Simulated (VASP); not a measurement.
# AlCd2O (Cmmm) in VASP: notebook

The runs below take AlCd2O through single point, relaxation of cell and atoms, with PBE.

All numbers are computed with VASP 6.6.1; they aren't measurements. Logs are shortened: lines on timing, memory, paths and dates and some standing lists are left out, and cuts for length are marked.

## Step 1: The cell of the first run

Symmetry: Cmmm, No. 65, orthorhombic system. The conventional cell has a = 3.423 Å, b = 10.527 Å, c = 5.434 Å, α = 90.00°, β = 90.00°, γ = 90.00°. Al (site symmetry mmm) has 2 O at 1.71 Å within 2.3 Å. Cd (site symmetry m2m) has 5 Cd at 2.87 to 3.42 Å and 2 Al at 3.07 Å and 4 O at 3.52 Å within 3.8 Å. Within 2.3 Å of O (site symmetry mmm) lie 2 Al at 1.71 Å.

## Step 2: Single point, PBE

File INCAR:

```
SYSTEM = AlCd2O
PREC     = Accurate       ! precision mode
ENCUT    = 520            ! plane-wave cutoff, eV
EDIFF    = 1E-6           ! SCF threshold, eV
ISMEAR   = 0              ! smearing method
SIGMA    = 0.1            ! smearing width, eV
LREAL    = .FALSE.        ! projectors in reciprocal space
LASPH    = .TRUE.         ! aspherical terms in the spheres
NELM     = 80             ! most SCF steps
ALGO     = Normal         ! electronic algorithm
ISIF     = 2              ! what is computed and relaxed
LWAVE    = .FALSE.        ! write WAVECAR
LCHARG   = .FALSE.        ! write CHGCAR
GGA      = PE             ! functional
NBANDS   = 24             ! bands
```

File KPOINTS:

```
regular mesh
0
G
  6 6 4
  0 0 0
```

File POSCAR:

```
AlCd2O
1.0
    1.7117122641     -5.2633415536      0.0000000000
    1.7117122641      5.2633415536      0.0000000000
    0.0000000000      0.0000000000      5.4336770427
Al Cd O
1 2 1
Direct
    0.5000000000      0.5000000000      0.0000000000
    0.6362194745      0.3637805255      0.5000000000
    0.3637805255      0.6362194745      0.5000000000
    0.0000000000      0.0000000000      0.0000000000
```

Potentials or basis: VASP PAW PBE potentials, release 64 (Al, Cd, O).

On the command line:

```bash
> cat potpaw_PBE.64/Al/POTCAR potpaw_PBE.64/Cd/POTCAR potpaw_PBE.64/O/POTCAR > POTCAR
> mpirun -np 1 vasp_std > vasp.out
```

OUTCAR:

```text
SYSTEM = AlCd2O
   PREC = Accurate
   ENCUT = 520
   EDIFF = 1E-6
   ISMEAR = 0
   LREAL = .FALSE.
   LASPH = .TRUE.
   NELM = 80
   ISIF = 2
   GGA = PE

 ion  position               nearest neighbor table
   1  0.500  0.500  0.000-   4 1.71   4 1.71   2 3.07   2 3.07   3 3.07   3 3.07
   2  0.636  0.364  0.500-   3 2.87   3 2.94   3 2.94   1 3.07   1 3.07
   3  0.364  0.636  0.500-   2 2.87   2 2.94   2 2.94   1 3.07   1 3.07
   4  0.000  0.000  0.000-   1 1.71   1 1.71

  LATTYP: Found a base centered orthorhombic cell.
 ALAT       =     3.4234245282
 B/A-ratio  =     3.0748985469
 C/A-ratio  =     1.5872051503

  Lattice vectors:

 A1 = (   1.7117122641,  -5.2633415536,   0.0000000000)
 A2 = (   1.7117122641,   5.2633415536,   0.0000000000)
 A3 = (   0.0000000000,   0.0000000000,   5.4336770427)

Analysis of symmetry for initial positions (statically):
=====================================================================
 Subroutine PRICEL returns:
 Original cell was already a primitive cell.

 Routine SETGRP: Setting up the symmetry group for a
 base centered orthorhombic supercell.

 Subroutine GETGRP returns: Found  8 space group operations
 (whereof  8 operations were pure point group operations)
 out of a pool of  8 trial point group operations.

The static configuration has the point symmetry D_2h.

Analysis of symmetry for dynamics (positions and initial velocities):
=====================================================================
 Subroutine PRICEL returns:
 Original cell was already a primitive cell.

 Routine SETGRP: Setting up the symmetry group for a
 base centered orthorhombic supercell.

 Subroutine GETGRP returns: Found  8 space group operations
 (whereof  8 operations were pure point group operations)
 out of a pool of  8 trial point group operations.

The dynamic configuration has the point symmetry D_2h.

 Subroutine INISYM returns: Found  8 space group operations
 (whereof  8 operations are pure point group operations),
 and found     1 'primitive' translations

----------------------------------------------------------------------------------------

                                     Primitive cell

  volume of cell :      97.9075

  direct lattice vectors                    reciprocal lattice vectors
     1.711712264 -5.263341554  0.000000000     0.292105169 -0.094996685  0.000000000
     1.711712264  5.263341554  0.000000000     0.292105169  0.094996685  0.000000000
     0.000000000  0.000000000  5.433677043     0.000000000  0.000000000  0.184037438

  length of vectors
     5.534683657  5.534683657  5.433677043     0.307164125  0.307164125  0.184037438

  position of ions in fractional coordinates (direct lattice)
     0.500000000  0.500000000  0.000000000
     0.636219475  0.363780525  0.500000000
     0.363780525  0.636219475  0.500000000
     0.000000000  0.000000000  0.000000000

  ion indices of the primitive-cell ions
   primitive index   ion index
                 1           1
                 2           2
                 3           3
                 4           4

----------------------------------------------------------------------------------------

 KPOINTS: regular mesh

Automatic generation of k-mesh.
 Grid dimensions read from file:
 generate k-points for:    6    6    4

 Generating k-lattice:

  Cartesian coordinates                     Fractional coordinates (reciprocal lattice)
     0.048684195 -0.015832781  0.000000000     0.166666667  0.000000000  0.000000000
     0.048684195  0.015832781  0.000000000     0.000000000  0.166666667  0.000000000
     0.000000000  0.000000000  0.046009359     0.000000000  0.000000000  0.250000000

  Length of vectors
     0.051194021  0.051194021  0.046009359

  Shift w.r.t. Gamma in fractional coordinates (k-lattice)
     0.000000000  0.000000000  0.000000000

 Subroutine IBZKPT returns following result:
 ===========================================

 Found     39 irreducible k-points:

 Following reciprocal coordinates:
            Coordinates               Weight
  0.000000  0.000000  0.000000      1.000000
  0.166667  0.000000  0.000000      4.000000
  0.333333  0.000000  0.000000      4.000000
  0.500000  0.000000  0.000000      2.000000
  0.166667  0.166667  0.000000      2.000000
  0.333333  0.166667  0.000000      4.000000
[... 16 lines left out ...]
  0.333333  0.333333  0.250000      4.000000
  0.500000  0.333333  0.250000      8.000000
 [... further k-points ...]
   k-points           NKPTS =     39   k-points in BZ     NKDIM =     39   number of bands    NBANDS=     24
   number of dos      NEDOS =    301   number of ions     NIONS =      4
   total plane-waves  NPLWV =  70560
   dimension x,y,z NGX =    42 NGY =   42 NGZ =   40
   dimension x,y,z NGXF=    84 NGYF=   84 NGZF=   80
   ions per type =               1   2   1
   NGX,Y,Z   is equivalent  to a cutoff of  12.62, 12.62, 12.24 a.u.
   NGXF,Y,Z  is equivalent  to a cutoff of  25.23, 25.23, 24.48 a.u.
 SYSTEM =  AlCd2O
   PREC   = accura    normal or accurate (medium, high low for compatibility)
   ISTART =      0    job   : 0-new  1-cont  2-samecut
   ICHARG =      2    charge: 1-file 2-atom 10-const
   ISPIN  =      1    spin polarized calculation?
   LNONCOLLINEAR =      F non collinear calculations
   LSORBIT =      F    spin-orbit coupling
   LASPH  =      T    aspherical Exc in radial PAW
   ENCUT  =  520.0 eV  38.22 Ry    6.18 a.u.  10.29 10.29 10.10*2*pi/ulx,y,z
   NELM   =     80;   NELMIN=  2; NELMDL= -5     # of ELM steps
   EDIFF  = 0.1E-05   stopping-criterion for ELM
   LREAL  =      F    real-space projection
[... 7 lines left out ...]
   TEBEG  =    0.0;   TEEND  =   0.0 temperature during run
   PSTRESS=    0.0 pullay stress
   NELECT =      33.0000    total number of electrons
   NUPDOWN=      -1.0000    fix difference up-down
   EMIN   =  10.00;   EMAX   =-10.00  energy-range for DOS
   EFERMI =   0.00;   METHOD = LEGACY
   ISMEAR =     0;   SIGMA  =   0.10  broadening in eV -4-tet -1-fermi 0-gaus
   EFERMI_NEDOS =   21; number of points for ismear=-14 and -15
   IALGO  =     38    algorithm
   IMIX   =      4    mixing-type and parameters
     AMIX     =   0.40;   BMIX     =  1.00
     AMIX_MAG =   1.60;   BMIX_MAG =  1.00
  volume/ion in A,a.u.               =      24.48       165.18
  Fermi-wavevector in a.u.,A,eV,Ry     =   1.139307  2.152978 17.660640  1.298020
  Thomas-Fermi vector in A             =   2.276011
   LORBIT       =      0    0 simple, 1 ext, 2 COOP (PROOUT), +10 PAW based schemes
   GGA     = PE    functional components
   LHFCALC =     F    Hartree Fock is set to
   AEXX    =    0.0000 exact exchange contribution
   IVDW    =     0    specifies the selected vdW correction
   LEPSILON=     F    determine dielectric tensor
   LRPA    =     F    only Hartree local field effects (RPA)
 non-spin polarized calculation
 Gauss-broadening in eV      SIGMA  =   0.10
  energy-cutoff  :      520.00
  volume of cell :       97.91
 maximum number of plane-waves:      2668
 NGX is ok and might be reduce to    42
   NGX = 21   NGY = 21   NGZ = 21

 number of electron      32.9999993 magnetization

 Free energy of the ion-electron system (eV)
  ---------------------------------------------------
  ext. energy  EPLUGINS =         0.00000000
  ---------------------------------------------------
  free energy    TOTEN  =       -12.58472856 eV

  energy without entropy =      -12.57635906  energy(sigma->0) =      -12.58054381

 E-fermi :   1.7321     XC(G=0):  -8.7598

 val. band max:        1.7312313113   @ k =   0.5000   0.3333   0.2500
 cond. band min:       1.7550748796   @ k =   0.0000   0.0000   0.2500
 fundamental gap:      0.0238435683
 Fermi energy:         1.7320852469

 k-point     1 :       0.0000    0.0000    0.0000
  band No.  band energies     occupation
      1     -17.8105      2.00000
      2      -7.5082      2.00000
      3      -7.3570      2.00000
      4      -7.2434      2.00000
      5      -7.0949      2.00000
      6      -7.0495      2.00000
[... 16 lines left out ...]
     23       8.4473      0.00000
     24       9.8286      0.00000

 k-point     2 :       0.1667    0.0000    0.0000
  band No.  band energies     occupation
      1     -17.7311      2.00000
      2      -7.4935      2.00000
      3      -7.3188      2.00000
      4      -7.1861      2.00000
      5      -7.0859      2.00000
      6      -7.0031      2.00000
[... 16 lines left out ...]
     23       7.9972      0.00000
     24       8.4541      0.00000

 k-point     3 :       0.3333    0.0000    0.0000
  band No.  band energies     occupation
      1     -17.5647      2.00000
      2      -7.4948      2.00000
      3      -7.2981      2.00000
      4      -7.2499      2.00000
      5      -7.0685      2.00000
      6      -7.0402      2.00000
[... 16 lines left out ...]
     23       6.8206      0.00000
     24       9.0616      0.00000

 k-point     4 :       0.5000    0.0000    0.0000
  band No.  band energies     occupation
      1     -17.4774      2.00000
      2      -7.5018      2.00000
      3      -7.3861      2.00000
      4      -7.2235      2.00000
      5      -7.1520      2.00000
      6      -7.1117      2.00000
[... 16 lines left out ...]
     23       8.2176      0.00000
     24       8.9763      0.00000

 k-point     5 :       0.1667    0.1667    0.0000
  band No.  band energies     occupation
      1     -17.5649      2.00000
      2      -7.5283      2.00000
      3      -7.2744      2.00000
      4      -7.1559      2.00000
      5      -7.0569      2.00000
      6      -6.9940      2.00000
[... 451 lines left out ...]
 k-point    22 :      -0.1667    0.1667    0.2500
  band No.  band energies     occupation
      1     -17.8086      2.00000
      2      -7.5035      2.00000
      3      -7.3036      2.00000
      4      -7.2799      2.00000
      5      -7.1454      2.00000
      6      -7.0197      2.00000
[... 16 lines left out ...]
     23       9.3125      0.00000
     24      10.7091      0.00000

 k-point    23 :       0.3333    0.3333    0.2500
  band No.  band energies     occupation
      1     -17.5634      2.00000
      2      -7.6120      2.00000
      3      -7.2225      2.00000
      4      -7.1120      2.00000
      5      -7.0846      2.00000
      6      -7.0099      2.00000
[... 16 lines left out ...]
     23       8.6302      0.00000
     24       8.7983      0.00000

 k-point    24 :       0.5000    0.3333    0.2500
  band No.  band energies     occupation
      1     -17.7286      2.00000
      2      -7.5415      2.00000
      3      -7.2939      2.00000
      4      -7.1512      2.00000
      5      -7.1324      2.00000
      6      -6.9633      2.00000
[... 16 lines left out ...]
     23       9.6995      0.00000
     24      10.2115      0.00000

 [... further k-points ...]
[... 5 lines left out ...]
  --------------------------------------------------------------------------------------
  -------------------------------------------------------------------------------------
  Total       -0.0045958      0.0694841      0.0469104      0.0000000      0.0000000      0.0000000
  in kB       -0.0752060      1.1370513      0.7676511      0.0000000      0.0000000      0.0000000
  external PRESSURE =       0.6098321 kB  Pullay stress =       0.0000000 kB

 VOLUME and BASIS-vectors are now :
 -----------------------------------------------------------------------------
  energy-cutoff  :      520.00
  volume of cell :       97.91
      direct lattice vectors                 reciprocal lattice vectors
     1.711712264 -5.263341554  0.000000000     0.292105169 -0.094996685  0.000000000
     1.711712264  5.263341554  0.000000000     0.292105169  0.094996685  0.000000000
     0.000000000  0.000000000  5.433677043     0.000000000  0.000000000  0.184037438

 POSITION                                       TOTAL-FORCE (eV/Angst)
 -----------------------------------------------------------------------------------
      1.71171      0.00000      0.00000         0.000000      0.000000     -0.000000
      1.71171     -1.43394      2.71684         0.000000     -0.007810      0.000000
      1.71171      1.43394      2.71684         0.000000      0.007810     -0.000000
      0.00000      0.00000      0.00000         0.000000      0.000000     -0.000000
 -----------------------------------------------------------------------------------
    total drift:                                0.000000     -0.000000      0.000000

  FREE ENERGIE OF THE ION-ELECTRON SYSTEM (eV)
  ---------------------------------------------------
  free  energy   TOTEN  =       -12.5847285567 eV

  energy  without entropy=      -12.5763590565  energy(sigma->0) =      -12.58054381
```

Wall time 69 s (1 thread of Intel Xeon 6975P-C (Granite Rapids), shared host); peak memory 0.3 GiB.

Results:

* Free energy: -12.5847 eV
* Pressure: 0.1 GPa
* Largest force: 0.008 eV/Å

Forces on the atoms (eV/Å):
```
Al   0.000  0.000  0.000
Cd   0.000 -0.008  0.000
Cd   0.000  0.008  0.000
O    0.000  0.000  0.000
```

Stress tensor (GPa, compression positive):
```
-0.01  0.00  0.00
 0.00  0.11  0.00
 0.00  0.00  0.08
```

Caveat: an odd number of electrons without spin polarisation forces a metal; a magnetic or distorted state may lie lower.

[end of part 1 of 2]
